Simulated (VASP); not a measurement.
# TaN (P6/mmm) in VASP: a series of runs

Runs on TaN. Level: PBEsol. Tasks: single point.

All numbers are computed with VASP 6.6.1; they aren't measurements. Logs are shortened: lines on timing, memory, paths and dates and some standing lists are left out, and cuts for length are marked.

## 1. The cell of the first run

The structure is hexagonal, space group P6/mmm (No. 191). The conventional cell has a = 5.413 Å, b = 5.413 Å, c = 3.136 Å, α = 90.00°, β = 90.00°, γ = 120.00°. Ta (site symmetry 6/mmm) has 6 N at 2.71 Å and 14 Ta at 3.14 to 3.50 Å within 3.6 Å. Within 2.9 Å of Ta (site symmetry -6m2) lie 6 N at 2.21 Å. N (site symmetry mmm) has 6 Ta at 2.21 to 2.71 Å and 4 N at 2.71 Å within 2.9 Å.

## 2. Single point, PBEsol (strain +0.040 along x and y, +0.080 along z)

Contents of INCAR:

```
SYSTEM = TaN
PREC = Accurate
ENCUT = 520
EDIFF = 1E-6
ISMEAR = 0
SIGMA = 0.15
LREAL = .FALSE.
LASPH = .TRUE.
NELM = 100
ALGO = Normal
ISIF = 2
LWAVE = .FALSE.
LCHARG = .FALSE.
GGA = PS
NBANDS = 33
```

Contents of KPOINTS:

```
Automatic mesh
0
G
  12 12 16
  0 0 0
```

Contents of POSCAR:

```
TaN
1.0
    5.4132929895      0.0000000000      0.0000000000
   -2.7066464948      4.6880492470      0.0000000000
    0.0000000000      0.0000000000      3.1358743860
Ta N
3 3
Direct
    0.0000000000      0.0000000000      0.0000000000
    0.3333333333      0.6666666667      0.5000000000
    0.6666666667      0.3333333333      0.5000000000
    0.5000000000      0.0000000000      0.0000000000
    0.5000000000      0.5000000000      0.0000000000
    0.0000000000      0.5000000000      0.0000000000
```

Potentials or basis: VASP PAW PBE potentials, release 64 (Ta_pv, N).

Command:

```
cat potpaw_PBE.64/Ta_pv/POTCAR potpaw_PBE.64/N/POTCAR > POTCAR
mpirun -np 1 vasp_std > vasp.out
```

OUTCAR:

```text
SYSTEM = TaN
   PREC = Accurate
   ENCUT = 520
   EDIFF = 1E-6
   ISMEAR = 0
   LREAL = .FALSE.
   LASPH = .TRUE.
   NELM = 100
   ISIF = 2
   GGA = PS

 ion  position               nearest neighbor table
   1  0.000  0.000  0.000-   2 3.50   3 3.50   2 3.50   3 3.50   2 3.50   2 3.50   3 3.50   3 3.50
                             3 3.50   3 3.50   2 3.50   2 3.50
   2  0.333  0.667  0.500-   4 2.21   4 2.21   6 2.21   6 2.21   5 2.21   5 2.21   3 3.13   3 3.13
                             3 3.13   1 3.50   1 3.50   1 3.50   1 3.50   1 3.50   1 3.50
   3  0.667  0.333  0.500-   4 2.21   4 2.21   6 2.21   6 2.21   5 2.21   5 2.21   2 3.13   2 3.13
                             2 3.13   1 3.50   1 3.50   1 3.50   1 3.50   1 3.50   1 3.50
   4  0.500  0.000  0.000-   2 2.21   3 2.21   2 2.21   3 2.21
   5  0.500  0.500  0.000-   2 2.21   3 2.21   2 2.21   3 2.21
   6  0.000  0.500  0.000-   2 2.21   3 2.21   2 2.21   3 2.21

  LATTYP: Found a hexagonal cell.
 ALAT       =     5.4132929895
 C/A-ratio  =     0.5792914575

  Lattice vectors:

 A1 = (   5.4132929895,   0.0000000000,   0.0000000000)
 A2 = (  -2.7066464948,   4.6880492470,   0.0000000000)
 A3 = (   0.0000000000,   0.0000000000,   3.1358743860)

Analysis of symmetry for initial positions (statically):
=====================================================================
 Subroutine PRICEL returns:
 Original cell was already a primitive cell.

 Routine SETGRP: Setting up the symmetry group for a
 hexagonal supercell.

 Subroutine GETGRP returns: Found 24 space group operations
 (whereof 24 operations were pure point group operations)
 out of a pool of 24 trial point group operations.

The static configuration has the point symmetry D_6h.

Analysis of symmetry for dynamics (positions and initial velocities):
=====================================================================
 Subroutine PRICEL returns:
 Original cell was already a primitive cell.

 Routine SETGRP: Setting up the symmetry group for a
 hexagonal supercell.

 Subroutine GETGRP returns: Found 24 space group operations
 (whereof 24 operations were pure point group operations)
 out of a pool of 24 trial point group operations.

The dynamic configuration has the point symmetry D_6h.

 Subroutine INISYM returns: Found 24 space group operations
 (whereof 24 operations are pure point group operations),
 and found     1 'primitive' translations

----------------------------------------------------------------------------------------

                                     Primitive cell

  volume of cell :      79.5815

  direct lattice vectors                    reciprocal lattice vectors
     5.413292990  0.000000000  0.000000000     0.184730441  0.106654170  0.000000000
    -2.706646495  4.688049247  0.000000000     0.000000000  0.213308339  0.000000000
     0.000000000  0.000000000  3.135874386     0.000000000  0.000000000  0.318890324

  length of vectors
     5.413292990  5.413292989  3.135874386     0.213308339  0.213308339  0.318890324

  position of ions in fractional coordinates (direct lattice)
     0.000000000  0.000000000  0.000000000
     0.333333333  0.666666667  0.500000000
     0.666666667  0.333333333  0.500000000
     0.500000000  0.000000000  0.000000000
     0.500000000  0.500000000  0.000000000
     0.000000000  0.500000000  0.000000000

  ion indices of the primitive-cell ions
   primitive index   ion index
                 1           1
                 2           2
                 3           3
                 4           4
                 5           5
                 6           6

----------------------------------------------------------------------------------------

 KPOINTS: Automatic mesh

Automatic generation of k-mesh.
 Grid dimensions read from file:
 generate k-points for:   12   12   16

 Generating k-lattice:

  Cartesian coordinates                     Fractional coordinates (reciprocal lattice)
     0.015394203  0.008887847  0.000000000     0.083333333  0.000000000  0.000000000
     0.000000000  0.017775695  0.000000000     0.000000000  0.083333333  0.000000000
     0.000000000  0.000000000  0.019930645     0.000000000  0.000000000  0.062500000

  Length of vectors
     0.017775695  0.017775695  0.019930645

  Shift w.r.t. Gamma in fractional coordinates (k-lattice)
     0.000000000  0.000000000  0.000000000

 Subroutine IBZKPT returns following result:
 ===========================================

 Found    171 irreducible k-points:

 Following reciprocal coordinates:
            Coordinates               Weight
  0.000000  0.000000  0.000000      1.000000
  0.083333 -0.000000  0.000000      6.000000
  0.166667  0.000000  0.000000      6.000000
  0.250000 -0.000000  0.000000      6.000000
  0.333333  0.000000  0.000000      6.000000
  0.416667 -0.000000  0.000000      6.000000
[... 16 lines left out ...]
  0.250000 -0.000000  0.062500     12.000000
  0.333333  0.000000  0.062500     12.000000
 [... further k-points ...]
   k-points           NKPTS =    171   k-points in BZ     NKDIM =    171   number of bands    NBANDS=     33
   number of dos      NEDOS =    301   number of ions     NIONS =      6
   total plane-waves  NPLWV =  38400
   dimension x,y,z NGX =    40 NGY =   40 NGZ =   24
   dimension x,y,z NGXF=    80 NGYF=   80 NGZF=   48
   ions per type =               3   3
   NGX,Y,Z   is equivalent  to a cutoff of  12.28, 12.28, 12.72 a.u.
   NGXF,Y,Z  is equivalent  to a cutoff of  24.57, 24.57, 25.45 a.u.
 SYSTEM =  TaN
   PREC   = accura    normal or accurate (medium, high low for compatibility)
   ISTART =      0    job   : 0-new  1-cont  2-samecut
   ICHARG =      2    charge: 1-file 2-atom 10-const
   ISPIN  =      1    spin polarized calculation?
   LNONCOLLINEAR =      F non collinear calculations
   LSORBIT =      F    spin-orbit coupling
   LASPH  =      T    aspherical Exc in radial PAW
   ENCUT  =  520.0 eV  38.22 Ry    6.18 a.u.  10.07 10.07  5.83*2*pi/ulx,y,z
   NELM   =    100;   NELMIN=  2; NELMDL= -5     # of ELM steps
   EDIFF  = 0.1E-05   stopping-criterion for ELM
   LREAL  =      F    real-space projection
   EDIFFG = 0.1E-04   stopping-criterion for IOM
   NSW    =      0    number of steps for IOM
   IBRION =     -1    ionic relax: 0-MD 1-quasi-New 2-CG
   NFREE  =      0    steps in history (QN), initial steepest desc. (CG)
   ISIF   =      2    stress and relaxation
   ISYM   =      2    0-nonsym 1-usesym 2-fastsym
   POTIM  = 0.5000    time-step for ionic-motion
   TEBEG  =    0.0;   TEEND  =   0.0 temperature during run
   PSTRESS=    0.0 pullay stress
   NELECT =      48.0000    total number of electrons
   NUPDOWN=      -1.0000    fix difference up-down
   EMIN   =  10.00;   EMAX   =-10.00  energy-range for DOS
   EFERMI =   0.00;   METHOD = LEGACY
   ISMEAR =     0;   SIGMA  =   0.15  broadening in eV -4-tet -1-fermi 0-gaus
   EFERMI_NEDOS =   21; number of points for ismear=-14 and -15
   IALGO  =     38    algorithm
   IMIX   =      4    mixing-type and parameters
     AMIX     =   0.40;   BMIX     =  1.00
     AMIX_MAG =   1.60;   BMIX_MAG =  1.00
  volume/ion in A,a.u.               =      13.26        89.51
  Fermi-wavevector in a.u.,A,eV,Ry     =   1.383198  2.613866 26.031178  1.913238
  Thomas-Fermi vector in A             =   2.507819
   LORBIT       =      0    0 simple, 1 ext, 2 COOP (PROOUT), +10 PAW based schemes
   GGA     = PS    functional components
   LHFCALC =     F    Hartree Fock is set to
   AEXX    =    0.0000 exact exchange contribution
   IVDW    =     0    specifies the selected vdW correction
   LEPSILON=     F    determine dielectric tensor
   LRPA    =     F    only Hartree local field effects (RPA)
 non-spin polarized calculation
 Gauss-broadening in eV      SIGMA  =   0.15
  energy-cutoff  :      520.00
  volume of cell :       79.58
 maximum number of plane-waves:      2172
   NGX = 21   NGY = 21   NGZ = 11

 number of electron      48.0000003 magnetization

 Free energy of the ion-electron system (eV)
  ---------------------------------------------------
  ext. energy  EPLUGINS =         0.00000000
  ---------------------------------------------------
  free energy    TOTEN  =       -67.05854377 eV

  energy without entropy =      -67.04817677  energy(sigma->0) =      -67.05336027

 E-fermi :   6.3732     XC(G=0): -12.3732

 val. band max:        6.3281742743   @ k =   0.3333   0.0000   0.1875
 cond. band min:       6.3885395627   @ k =   0.0833  -0.0000   0.2500
 fundamental gap:      0.0603652884
 Fermi energy:         6.3731713447

 k-point     1 :       0.0000    0.0000    0.0000
  band No.  band energies     occupation
      1     -29.8486      2.00000
      2     -29.8486      2.00000
      3     -29.6005      2.00000
      4     -29.6005      2.00000
      5     -29.4889      2.00000
      6     -29.4129      2.00000
[... 25 lines left out ...]
     32       8.8975      0.00000
     33       9.2801      0.00000

 k-point     2 :       0.0833   -0.0000    0.0000
  band No.  band energies     occupation
      1     -29.8512      2.00000
      2     -29.8464      2.00000
      3     -29.6002      2.00000
      4     -29.5974      2.00000
      5     -29.4877      2.00000
      6     -29.4141      2.00000
[... 25 lines left out ...]
     32       8.9200      0.00000
     33       9.2385      0.00000
[... 754 lines left out ...]
     32       9.0315      0.00000
     33       9.1251      0.00000

 k-point    24 :       0.3333    0.0000    0.0625
  band No.  band energies     occupation
      1     -29.8720      2.00000
      2     -29.8047      2.00000
      3     -29.6240      2.00000
      4     -29.5655      2.00000
      5     -29.4902      2.00000
      6     -29.4444      2.00000
[... 25 lines left out ...]
     32       9.2164      0.00000
     33       9.2871      0.00000

 [... further k-points ...]

------------------------ aborting loop because EDIFF is reached ----------------------------------------

  FORCE on cell =-STRESS in cart. coord.  units (eV):
  Direction    XX          YY          ZZ          XY          YZ          ZX
  --------------------------------------------------------------------------------------
  -------------------------------------------------------------------------------------
  Total      -14.4344634    -14.4344634    -26.1433093      0.0000000      0.0000000      0.0000000
  in kB     -290.6021813   -290.6021813   -526.3308026      0.0000000      0.0000000      0.0000000
  external PRESSURE =    -369.1783884 kB  Pullay stress =       0.0000000 kB

 VOLUME and BASIS-vectors are now :
 -----------------------------------------------------------------------------
  energy-cutoff  :      520.00
  volume of cell :       79.58
      direct lattice vectors                 reciprocal lattice vectors
     5.413292990  0.000000000  0.000000000     0.184730441  0.106654170  0.000000000
    -2.706646495  4.688049247  0.000000000     0.000000000  0.213308339  0.000000000
     0.000000000  0.000000000  3.135874386     0.000000000  0.000000000  0.318890324

 POSITION                                       TOTAL-FORCE (eV/Angst)
 -----------------------------------------------------------------------------------
      0.00000      0.00000      0.00000         0.000000      0.000000      0.000000
     -0.00000      3.12537      1.56794         0.000000     -0.000000      0.000000
      2.70665      1.56268      1.56794        -0.000000      0.000000      0.000000
      2.70665      0.00000      0.00000         0.000000      0.000000      0.000000
      1.35332      2.34402      0.00000         0.000000      0.000000      0.000000
     -1.35332      2.34402      0.00000         0.000000      0.000000      0.000000
 -----------------------------------------------------------------------------------
    total drift:                               -0.000000      0.000000     -0.000000

  FREE ENERGIE OF THE ION-ELECTRON SYSTEM (eV)
  ---------------------------------------------------
  free  energy   TOTEN  =       -67.0585437651 eV

  energy  without entropy=      -67.0481767661  energy(sigma->0) =      -67.05336027
```

It took 2.4 min on 1 thread of Intel Xeon 6975P-C (Granite Rapids), shared host; peak memory 0.45 GiB.

Results:

```
Free energy            : -67.0585 eV
Pressure               : -36.9 GPa
Band gap on the k mesh : zero (bands 24 and 25 overlap by 1.61 eV)
```

Levels at points of the mesh, in eV from the Fermi level:
```csv
k point,band 22,band 23,band 24,band 25,band 26,band 27
"(0.00, 0.00, 0.00)",-1.82,-1.49,-0.89,-0.89,0.49,0.49
"(0.50, 0.00, 0.00)",-2.29,-1.55,-0.50,1.24,1.31,1.37
"(0.00, 0.00, 0.50)",-2.42,-1.42,0.68,0.68,0.82,1.25
"(0.50, 0.00, 0.50)",-2.49,-1.98,-0.79,0.94,1.06,2.10
```

Caveat: the cell differs from its parent crystal (strain +0.040 along x and y, +0.080 along z); the cell stands under tension; the PAW data sets were made with another functional, which shifts forces and pressure a little; spin-orbit coupling is left out, which moves the levels of the heavy elements.

## 3. Single point, PBEsol (strain +0.080 along x and y, +0.040 along z)

Contents of INCAR:

```
SYSTEM = TaN
PREC = Accurate
ENCUT = 520
EDIFF = 1E-7
ISMEAR = 0
SIGMA = 0.15
LREAL = .False.
LASPH = .True.
NELM = 80
ALGO = Normal
ISIF = 2
LWAVE = .False.
LCHARG = .True.
GGA = PS
LELF = .True.
LVHAR = .True.
NBANDS = 33
```

Contents of KPOINTS:

```
Automatic mesh
0
Gamma
  12 12 16
  0 0 0
```

POSCAR, as its differences from that of step 2:

```diff
@@ -2,5 +2,5 @@
 1.0
-    5.4132929895      0.0000000000      0.0000000000
-   -2.7066464948      4.6880492470      0.0000000000
-    0.0000000000      0.0000000000      3.1358743860
+    5.6214965660      0.0000000000      0.0000000000
+   -2.8107482830      4.8683588335      0.0000000000
+    0.0000000000      0.0000000000      3.0197308902
 Ta N
```

Potentials or basis: VASP PAW PBE potentials, release 64 (Ta_pv, N).

Command:

```
cat potpaw_PBE.64/Ta_pv/POTCAR potpaw_PBE.64/N/POTCAR > POTCAR
mpirun -np 1 vasp_std > vasp.out
```

Run time: 3.7 min. Hardware: 1 thread of Intel Xeon 6975P-C (Granite Rapids), shared host; peak memory 0.46 GiB.

The run converged. Its results:

| Quantity | Value |
| --- | --- |
| Free energy | -66.6966 eV |
| Pressure | -38.7 GPa |
| Band gap on the k mesh | zero (bands 24 and 25 overlap by 1.73 eV) |

Stress tensor (GPa, compression positive):
```
-37.19   0.00   0.00
  0.00 -37.19   0.00
  0.00   0.00 -41.65
```

Levels at points of the mesh, in eV from the Fermi level:
```
           k point  band 21  band 22  band 23  band 24  band 25  band 26  band 27  band 28
(0.00, 0.00, 0.00)    -2.68    -2.09    -2.03    -1.02    -1.02     0.38     0.89     0.89
(0.50, 0.00, 0.00)    -2.89    -2.86    -1.59    -0.82     0.87     1.40     1.42     1.90
(0.00, 0.00, 0.50)    -2.74    -2.74    -1.58     0.60     0.60     0.96     1.58     1.69
(0.50, 0.00, 0.50)    -2.79    -2.38    -1.63    -1.02     0.78     0.93     2.24     2.43
```

Caveat: the cell differs from its parent crystal (strain +0.080 along x and y, +0.040 along z); the cell stands under tension; the PAW data sets were made with another functional, which shifts forces and pressure a little; spin-orbit coupling is left out, which moves the levels of the heavy elements.

[end of part 1 of 2]
